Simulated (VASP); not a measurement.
# Be in VASP: further runs

The runs below take Be through single point, with PBE.

All numbers are computed with VASP 6.6.1; they aren't measurements. Logs are shortened: lines on timing, memory, paths and dates and some standing lists are left out, and cuts for length are marked.

## Step 1: The cell of the first run

The cell holds a slab with vacuum, 6 atoms: a = 2.261 Å, b = 2.261 Å, c = 18.067 Å, α = 90.00°, β = 90.00°, γ = 120.00°.

## Step 2: Single point, PBE

Contents of INCAR:

```
PREC = Accurate
ENCUT = 520
EDIFF = 1E-6
ISMEAR = -1
SIGMA = 0.05
LREAL = F
LASPH = T
NELM = 100
ALGO = Normal
ISIF = 2
LWAVE = F
LCHARG = F
LDIPOL = T
IDIPOL = 3
DIPOL = 0.5 0.5 0.500
GGA = PE
NBANDS = 15
```

Contents of KPOINTS:

```
Automatic mesh
0
Gamma
  21 21 1
```

Contents of POSCAR:

```
Be
1.0
    2.2613065234      0.0000000000      0.0000000000
   -1.1306532617      1.9583488950      0.0000000000
    0.0000000000      0.0000000000     18.0673000000
Be
6
Direct
    0.8333333333      0.1666666667      0.2490675913
    0.1666666667      0.8333333333      0.3507291155
    0.8333333333      0.1666666667      0.4503147572
    0.1666666667      0.8333333333      0.5496852391
    0.8333333333      0.1666666667      0.6492708819
    0.1666666667      0.8333333333      0.7509324087
```

Potentials or basis: VASP PAW PBE potentials, release 64 (Be).

Started as:

```console
$ cat potpaw_PBE.64/Be/POTCAR > POTCAR
$ mpirun -np 1 vasp_std > vasp.out
```

OUTCAR:

```text
PREC = Accurate
   ENCUT = 520
   EDIFF = 1E-6
   ISMEAR = -1
   LREAL = F
   LASPH = T
   NELM = 100
   ISIF = 2
   GGA = PE

 ion  position               nearest neighbor table
   1  0.833  0.167  0.249-   2 2.25   2 2.25   2 2.25
   2  0.167  0.833  0.351-   3 2.22   3 2.22   3 2.22   1 2.25   1 2.25   1 2.25
   3  0.833  0.167  0.450-   4 2.22   4 2.22   4 2.22   2 2.22   2 2.22   2 2.22
   4  0.167  0.833  0.550-   3 2.22   3 2.22   3 2.22   5 2.22   5 2.22   5 2.22
   5  0.833  0.167  0.649-   4 2.22   4 2.22   4 2.22   6 2.25   6 2.25   6 2.25
   6  0.167  0.833  0.751-   5 2.25   5 2.25   5 2.25

  LATTYP: Found a hexagonal cell.
 ALAT       =     2.2613065234
 C/A-ratio  =     7.9897615883

  Lattice vectors:

 A1 = (   2.2613065234,   0.0000000000,   0.0000000000)
 A2 = (  -1.1306532617,   1.9583488950,   0.0000000000)
 A3 = (   0.0000000000,   0.0000000000,  18.0673000000)

Analysis of symmetry for initial positions (statically):
=====================================================================
 Subroutine PRICEL returns:
 Original cell was already a primitive cell.

 Routine SETGRP: Setting up the symmetry group for a
 hexagonal supercell.

 Subroutine GETGRP returns: Found 12 space group operations
 (whereof  4 operations were pure point group operations)
 out of a pool of 24 trial point group operations.

The static configuration has the point symmetry C_2h.
 The point group associated with its full space group is D_3d.

Analysis of symmetry for dynamics (positions and initial velocities):
=====================================================================
 Subroutine PRICEL returns:
 Original cell was already a primitive cell.

 Routine SETGRP: Setting up the symmetry group for a
 hexagonal supercell.

 Subroutine GETGRP returns: Found 12 space group operations
 (whereof  4 operations were pure point group operations)
 out of a pool of 24 trial point group operations.

The dynamic configuration has the point symmetry C_2h.
 The point group associated with its full space group is D_3d.

 Subroutine INISYM returns: Found 12 space group operations
 (whereof  4 operations are pure point group operations),
 and found     1 'primitive' translations

----------------------------------------------------------------------------------------

                                     Primitive cell

  volume of cell :      80.0097

  direct lattice vectors                    reciprocal lattice vectors
     2.261306523  0.000000000  0.000000000     0.442222224  0.255317120  0.000000000
    -1.130653262  1.958348895  0.000000000     0.000000000  0.510634240  0.000000000
     0.000000000  0.000000000 18.067300000     0.000000000  0.000000000  0.055348613

  length of vectors
     2.261306523  2.261306523 18.067300000     0.510634240  0.510634240  0.055348613

  position of ions in fractional coordinates (direct lattice)
     0.833333333  0.166666667  0.249067591
     0.166666667  0.833333333  0.350729116
     0.833333333  0.166666667  0.450314757
     0.166666667  0.833333333  0.549685239
     0.833333333  0.166666667  0.649270882
     0.166666667  0.833333333  0.750932409

  ion indices of the primitive-cell ions
   primitive index   ion index
                 1           1
                 2           2
                 3           3
                 4           4
                 5           5
                 6           6

----------------------------------------------------------------------------------------

 KPOINTS: Automatic mesh

Automatic generation of k-mesh.
 Grid dimensions read from file:
 generate k-points for:   21   21    1

 Generating k-lattice:

  Cartesian coordinates                     Fractional coordinates (reciprocal lattice)
     0.021058201  0.012157958  0.000000000     0.047619048  0.000000000  0.000000000
     0.000000000  0.024315916  0.000000000     0.000000000  0.047619048  0.000000000
     0.000000000  0.000000000  0.055348613     0.000000000  0.000000000  1.000000000

  Length of vectors
     0.024315916  0.024315916  0.055348613

  Shift w.r.t. Gamma in fractional coordinates (k-lattice)
     0.000000000  0.000000000  0.000000000

 Subroutine IBZKPT returns following result:
 ===========================================

 Found     48 irreducible k-points:

 Following reciprocal coordinates:
            Coordinates               Weight
  0.000000  0.000000  0.000000      1.000000
  0.047619 -0.000000  0.000000      6.000000
  0.095238 -0.000000  0.000000      6.000000
  0.142857 -0.000000  0.000000      6.000000
  0.190476 -0.000000  0.000000      6.000000
  0.238095 -0.000000  0.000000      6.000000
[... 16 lines left out ...]
  0.142857  0.095238  0.000000     12.000000
  0.190476  0.095238  0.000000     12.000000
 [... further k-points ...]
   k-points           NKPTS =     48   k-points in BZ     NKDIM =     48   number of bands    NBANDS=     15
   number of dos      NEDOS =    301   number of ions     NIONS =      6
   total plane-waves  NPLWV =  45360
   dimension x,y,z NGX =    18 NGY =   18 NGZ =  140
   dimension x,y,z NGXF=    36 NGYF=   36 NGZF=  280
   ions per type =               6
   NGX,Y,Z   is equivalent  to a cutoff of  13.23, 13.23, 12.88 a.u.
   NGXF,Y,Z  is equivalent  to a cutoff of  26.47, 26.47, 25.76 a.u.
 SYSTEM =  unknown system
   PREC   = accura    normal or accurate (medium, high low for compatibility)
   ISTART =      0    job   : 0-new  1-cont  2-samecut
   ICHARG =      2    charge: 1-file 2-atom 10-const
   ISPIN  =      1    spin polarized calculation?
   LNONCOLLINEAR =      F non collinear calculations
   LSORBIT =      F    spin-orbit coupling
   LASPH  =      T    aspherical Exc in radial PAW
   ENCUT  =  520.0 eV  38.22 Ry    6.18 a.u.   4.20  4.20 33.59*2*pi/ulx,y,z
   NELM   =    100;   NELMIN=  2; NELMDL= -5     # of ELM steps
   EDIFF  = 0.1E-05   stopping-criterion for ELM
   LREAL  =      F    real-space projection
   EDIFFG = 0.1E-04   stopping-criterion for IOM
   NSW    =      0    number of steps for IOM
   IBRION =     -1    ionic relax: 0-MD 1-quasi-New 2-CG
   NFREE  =      0    steps in history (QN), initial steepest desc. (CG)
   ISIF   =      2    stress and relaxation
   ISYM   =      2    0-nonsym 1-usesym 2-fastsym
   POTIM  = 0.5000    time-step for ionic-motion
   TEBEG  =    0.0;   TEEND  =   0.0 temperature during run
   PSTRESS=    0.0 pullay stress
   NELECT =      12.0000    total number of electrons
   NUPDOWN=      -1.0000    fix difference up-down
   EMIN   =  10.00;   EMAX   =-10.00  energy-range for DOS
   EFERMI =   0.00;   METHOD = LEGACY
   ISMEAR =    -1;   SIGMA  =   0.05  broadening in eV -4-tet -1-fermi 0-gaus
   EFERMI_NEDOS =   21; number of points for ismear=-14 and -15
   IALGO  =     38    algorithm
   IMIX   =      4    mixing-type and parameters
     AMIX     =   0.40;   BMIX     =  1.00
     AMIX_MAG =   1.60;   BMIX_MAG =  1.00
  volume/ion in A,a.u.               =      13.33        89.99
  Fermi-wavevector in a.u.,A,eV,Ry     =   0.869803  1.643690 10.293591  0.756558
  Thomas-Fermi vector in A             =   1.988678
   LORBIT       =      0    0 simple, 1 ext, 2 COOP (PROOUT), +10 PAW based schemes
   GGA     = PE    functional components
   LHFCALC =     F    Hartree Fock is set to
   AEXX    =    0.0000 exact exchange contribution
   IVDW    =     0    specifies the selected vdW correction
   LEPSILON=     F    determine dielectric tensor
   LRPA    =     F    only Hartree local field effects (RPA)
 non-spin polarized calculation
  energy-cutoff  :      520.00
  volume of cell :       80.01
 maximum number of plane-waves:      2185
 NGX is ok and might be reduce to    18
   NGX =  9   NGY =  9   NGZ = 67

 number of electron      12.0000000 magnetization

 dipolmoment           0.000000      0.000000      0.000000 electrons x Angstroem

 Free energy of the ion-electron system (eV)
  ---------------------------------------------------
  ext. energy  EPLUGINS =         0.00000000
  ---------------------------------------------------
  free energy    TOTEN  =       -21.62784793 eV

  energy without entropy =      -21.61483455  energy(sigma->0) =      -21.62134124

 E-fermi :   1.7304     XC(G=0):  -7.3923

 val. band max:        1.6412937413   @ k =   0.3333   0.0952   0.0000
 cond. band min:       1.7523747767   @ k =   0.2857   0.0952   0.0000
 fundamental gap:      0.1110810354
 Fermi energy:         1.7304390581

 k-point     1 :       0.0000    0.0000    0.0000
  band No.  band energies     occupation
      1      -8.8520      2.00000
      2      -8.0358      2.00000
      3      -6.9610      2.00000
      4      -5.5659      2.00000
      5      -3.8830      2.00000
      6      -1.1404      2.00000
      7      -0.6824      2.00000
      8       4.5183      0.00000
      9       5.8908      0.00000
     10       7.7111      0.00000
     11       7.8961      0.00000
     12      11.6094      0.00000
     13      11.7275      0.00000
     14      16.3724      0.00000
     15      16.4984      0.00000
[... 397 lines left out ...]
 k-point    24 :       0.1905    0.0952    0.0000
  band No.  band energies     occupation
      1      -7.0130      2.00000
      2      -6.1891      2.00000
      3      -5.1027      2.00000
      4      -3.6860      2.00000
      5      -1.9287      2.00000
      6       0.7077      2.00000
      7       1.5491      1.94822
      8       5.4080      0.00000
      9       7.6012      0.00000
     10       9.4389      0.00000
     11       9.5188      0.00000
     12      10.7544      0.00000
     13      11.3603      0.00000
     14      11.8872      0.00000
     15      12.7426      0.00000

 [... further k-points ...]

------------------------ aborting loop because EDIFF is reached ----------------------------------------

 vacuum level on the upper side and lower side of the slab       (xc-potential included)        -0.855        -0.855

  FORCE on cell =-STRESS in cart. coord.  units (eV):
  Direction    XX          YY          ZZ          XY          YZ          ZX
  --------------------------------------------------------------------------------------
  -------------------------------------------------------------------------------------
  Total       -1.6676657     -1.6676657      0.0889133     -0.0000000     -0.0000000      0.0000000
  in kB      -33.3946448    -33.3946448      1.7804687     -0.0000000     -0.0000000      0.0000000
  external PRESSURE =     -21.6696070 kB  Pullay stress =       0.0000000 kB

 VOLUME and BASIS-vectors are now :
 -----------------------------------------------------------------------------
  energy-cutoff  :      520.00
  volume of cell :       80.01
      direct lattice vectors                 reciprocal lattice vectors
     2.261306523  0.000000000  0.000000000     0.442222224  0.255317120  0.000000000
    -1.130653262  1.958348895  0.000000000     0.000000000  0.510634240  0.000000000
     0.000000000  0.000000000 18.067300000     0.000000000  0.000000000  0.055348613

 POSITION                                       TOTAL-FORCE (eV/Angst)
 -----------------------------------------------------------------------------------
      1.69598      0.32639      4.49998         0.000000     -0.000000     -0.009060
     -0.56533      1.63196      6.33673        -0.000000      0.000000     -0.000737
      1.69598      0.32639      8.13597         0.000000     -0.000000     -0.003203
     -0.56533      1.63196      9.93133        -0.000000      0.000000      0.003203
      1.69598      0.32639     11.73057        -0.000000     -0.000000      0.000737
     -0.56533      1.63196     13.56732        -0.000000      0.000000      0.009060
 -----------------------------------------------------------------------------------
    total drift:                               -0.000000      0.000000      0.000009

  FREE ENERGIE OF THE ION-ELECTRON SYSTEM (eV)
  ---------------------------------------------------
  free  energy   TOTEN  =       -21.6278479341 eV

  energy  without entropy=      -21.6148345548  energy(sigma->0) =      -21.62134124

 vacuum level on the upper side and lower side of the slab         6.225         6.225
```

Wall time 31 s (1 thread of Intel Xeon 6975P-C (Granite Rapids), shared host); peak memory 0.21 GiB.

Results:

- Free energy: -21.6278 eV
- Largest force: 0.009 eV/Å
- Band gap on the k mesh: zero (band 6 reaches 2.62 eV, above the bottom of band 7 at -0.68 eV)

Forces in eV/Å, atoms in the order of the input:
```
Be   0.000  0.000 -0.009
Be   0.000  0.000 -0.001
Be   0.000  0.000 -0.003
Be   0.000  0.000  0.003
Be   0.000  0.000  0.001
Be   0.000  0.000  0.009
```

## Step 3: Single point, PBE

Contents of INCAR:

```
SYSTEM = Be
ALGO     = Normal         ! electronic algorithm
DIPOL    = 0.5 0.5 0.500
EDIFF    = 1E-7           ! SCF threshold, eV
ENCUT    = 520            ! plane-wave cutoff, eV
GGA      = PE             ! functional
IDIPOL   = 3            
ISIF     = 2              ! what is computed and relaxed
ISMEAR   = -1             ! smearing method
LASPH    = .True.         ! aspherical terms in the spheres
LCHARG   = .False.        ! write CHGCAR
LDIPOL   = .True.       
LREAL    = .False.        ! projectors in reciprocal space
LWAVE    = .False.        ! write WAVECAR
NBANDS   = 15             ! bands
NELM     = 60             ! most SCF steps
PREC     = Accurate       ! precision mode
SIGMA    = 0.05           ! smearing width, eV
```

Contents of KPOINTS:

```
k-points
0
Gamma
  21 21 1
  0 0 0
```

POSCAR is that of step 2.

Potentials or basis: VASP PAW PBE potentials, release 64 (Be).

Started as:

```console
$ cat potpaw_PBE.64/Be/POTCAR > POTCAR
$ mpirun -np 1 vasp_std > vasp.out
```

OUTCAR:

```text
SYSTEM = Be
   EDIFF = 1E-7
   ENCUT = 520
   GGA = PE
   ISIF = 2
   ISMEAR = -1
   LASPH = .True.
   LREAL = .False.
   NELM = 60
   PREC = Accurate

 ion  position               nearest neighbor table
   1  0.833  0.167  0.249-   2 2.25   2 2.25   2 2.25
   2  0.167  0.833  0.351-   3 2.22   3 2.22   3 2.22   1 2.25   1 2.25   1 2.25
   3  0.833  0.167  0.450-   4 2.22   4 2.22   4 2.22   2 2.22   2 2.22   2 2.22
   4  0.167  0.833  0.550-   3 2.22   3 2.22   3 2.22   5 2.22   5 2.22   5 2.22
   5  0.833  0.167  0.649-   4 2.22   4 2.22   4 2.22   6 2.25   6 2.25   6 2.25
   6  0.167  0.833  0.751-   5 2.25   5 2.25   5 2.25

  LATTYP: Found a hexagonal cell.
 ALAT       =     2.2613065234
 C/A-ratio  =     7.9897615883

  Lattice vectors:

 A1 = (   2.2613065234,   0.0000000000,   0.0000000000)
 A2 = (  -1.1306532617,   1.9583488950,   0.0000000000)
 A3 = (   0.0000000000,   0.0000000000,  18.0673000000)

Analysis of symmetry for initial positions (statically):
=====================================================================
[... 613 lines left out ...]
      7       1.5490      1.94823
      8       5.4080      0.00000
      9       7.6012      0.00000
     10       9.4389      0.00000
     11       9.5188      0.00000
     12      10.7544      0.00000
     13      11.3603      0.00000
     14      11.8872      0.00000
     15      12.7425      0.00000

 [... further k-points ...]

------------------------ aborting loop because EDIFF is reached ----------------------------------------

 vacuum level on the upper side and lower side of the slab       (xc-potential included)        -0.855        -0.855

  FORCE on cell =-STRESS in cart. coord.  units (eV):
  Direction    XX          YY          ZZ          XY          YZ          ZX
  --------------------------------------------------------------------------------------
  -------------------------------------------------------------------------------------
  Total       -1.6676958     -1.6676958      0.0889070      0.0000000      0.0000000      0.0000000
  in kB      -33.3952471    -33.3952471      1.7803438      0.0000000      0.0000000      0.0000000
  external PRESSURE =     -21.6700501 kB  Pullay stress =       0.0000000 kB

 VOLUME and BASIS-vectors are now :
 -----------------------------------------------------------------------------
  energy-cutoff  :      520.00
  volume of cell :       80.01
      direct lattice vectors                 reciprocal lattice vectors
     2.261306523  0.000000000  0.000000000     0.442222224  0.255317120  0.000000000
    -1.130653262  1.958348895  0.000000000     0.000000000  0.510634240  0.000000000
     0.000000000  0.000000000 18.067300000     0.000000000  0.000000000  0.055348613

 POSITION                                       TOTAL-FORCE (eV/Angst)
 -----------------------------------------------------------------------------------
      1.69598      0.32639      4.49998         0.000000     -0.000000     -0.009080
     -0.56533      1.63196      6.33673        -0.000000      0.000000     -0.000694
      1.69598      0.32639      8.13597        -0.000000      0.000000     -0.003220
     -0.56533      1.63196      9.93133        -0.000000     -0.000000      0.003220
      1.69598      0.32639     11.73057        -0.000000     -0.000000      0.000694
     -0.56533      1.63196     13.56732        -0.000000      0.000000      0.009080
 -----------------------------------------------------------------------------------
    total drift:                               -0.000000      0.000000      0.000009

  FREE ENERGIE OF THE ION-ELECTRON SYSTEM (eV)
  ---------------------------------------------------
  free  energy   TOTEN  =       -21.6278479071 eV

  energy  without entropy=      -21.6148345813  energy(sigma->0) =      -21.62134124

 vacuum level on the upper side and lower side of the slab         6.226         6.226
```

stdout:

```text
POSCAR found type information on POSCAR Be
 POSCAR found :  1 types and       6 ions
 scaLAPACK will be used
 LDA part: xc-table for (Slater+PW92), standard interpolation
 POSCAR, INCAR and KPOINTS ok, starting setup
 FFT: planning ... GRIDC
 FFT: planning ... GRID_SOFT
 FFT: planning ... GRID
 WAVECAR not read
 entering main loop
```

Run time: 35 s. Hardware: 1 thread of Intel Xeon 6975P-C (Granite Rapids), shared host; peak memory 0.2 GiB.

What came out:

| Item | Value |
| --- | --- |
| Free energy | -21.6278 eV |
| Largest force | 0.009 eV/Å |
| Band gap on the k mesh | zero (band 6 reaches 2.62 eV, above the bottom of band 7 at -0.68 eV) |

Forces in eV/Å, atoms in the order of the input:
```
Be   0.000  0.000 -0.009
Be   0.000  0.000 -0.001
Be   0.000  0.000 -0.003
Be   0.000  0.000  0.003
Be   0.000  0.000  0.001
Be   0.000  0.000  0.009
```

Levels at points of the mesh, in eV from the Fermi level:
| k point | band 3 | band 4 | band 5 | band 6 | band 7 | band 8 | band 9 | band 10 |
| --- | --- | --- | --- | --- | --- | --- | --- | --- |
| (0.00, 0.00, 0.00) | -8.69 | -7.30 | -5.61 | -2.87 | -2.41 | 2.79 | 4.16 | 5.98 |

## Step 4: Single point, PBE

This run uses another cell than the first one, of 18.39 Å³/atom, 1.379 times its volume.

Contents of INCAR:

```
SYSTEM = Be
ALGO = Normal
DIPOL = 0.5 0.5 0.500
EDIFF = 1E-6
ENCUT = 520
GGA = PE
IDIPOL = 3
ISIF = 2
ISMEAR = -1
LASPH = .TRUE.
LCHARG = .TRUE.
LDIPOL = .TRUE.
LELF = .TRUE.
LREAL = .FALSE.
LVACPOTAV = .TRUE.
LVHAR = .TRUE.
LWAVE = .FALSE.
NBANDS = 15
NELM = 60
PREC = Accurate
SIGMA = 0.05
```

Contents of KPOINTS:

```
k-points
0
G
  21 21 1
  0 0 0
```

Contents of POSCAR:

```
Be
1.0
    2.2613065234      0.0000000000      0.0000000000
   -1.1306532617      1.9583488950      0.0000000000
    0.0000000000      0.0000000000     24.9226000000
Be
6
Direct
    0.8333333330      0.1666666670      0.3209946222
    0.1666666670      0.8333333330      0.3925967734
    0.8333333330      0.1666666670      0.4641989244
    0.1666666670      0.8333333330      0.5358010756
    0.8333333330      0.1666666670      0.6074032266
    0.1666666670      0.8333333330      0.6790053778
```

Started as:

```console
$ cat potpaw_PBE.64/Be/POTCAR > POTCAR
$ mpirun -np 1 vasp_std > vasp.out
```

Wall time 61 s (1 thread of Intel Xeon 6975P-C (Granite Rapids), shared host); peak memory 0.25 GiB.

The run converged. Its results:

| Item | Value |
| --- | --- |
| Free energy | -21.6170 eV |
| Largest force | 0.176 eV/Å |
| Band gap on the k mesh | zero (band 6 reaches 0.66 eV, above the bottom of band 7 at -2.58 eV) |

Forces in eV/Å, atoms in the order of the input:
```
Be   0.000  0.000 -0.176
Be   0.000  0.000  0.103
Be   0.000  0.000  0.000
Be   0.000  0.000  0.000
Be   0.000  0.000 -0.103
Be   0.000  0.000  0.176
```

Levels at points of the mesh, in eV from the Fermi level:
```csv
k point,band 4,band 5,band 6,band 7,band 8,band 9
"(0.00, 0.00, 0.00)",-7.30,-5.58,-2.80,-2.34,2.99,4.50
```
